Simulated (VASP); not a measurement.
The system is BaS.

```xyz
2
Lattice="0.0000 3.2119 3.2119 3.2119 0.0000 3.2119 3.2119 3.2119 0.0000" Properties=species:S:1:pos:R:3 pbc="T T T"
Ba    0.0000    0.0000    0.0000
S     3.2119    3.2119    3.2119
```

Base run:

```yaml
Program: VASP 6.6.1
Functional: r2SCAN
Potentials_or_basis: VASP PAW PBE potentials, release 64 (Ba_sv, S)
Cutoff: 520 eV
k_mesh: 6 × 6 × 6
Occupations: gaussian, width 0.01 eV
Spin: no spin polarisation
```

Its results: band gap on the k mesh 2.49 eV, indirect (least direct gap 2.63 eV); pressure 0.6 GPa.

The run is repeated on the same cell with these changes: functional from r2SCAN to PBE; further incar settings from ALGO = Normal; EDIFF = 1e-06; NBANDS = 15 to ALGO = Normal; EDIFF = 1e-07; NBANDS = 15. What comes out?

Band gap on the k mesh 2.13 eV, indirect (least direct gap 2.28 eV); pressure 0.6 GPa.

Caveats: spin-orbit coupling is left out, which moves the levels of the heavy elements; the PAW data sets were made with another functional, which shifts forces and pressure a little (some runs).

A k mesh can miss the band edges.
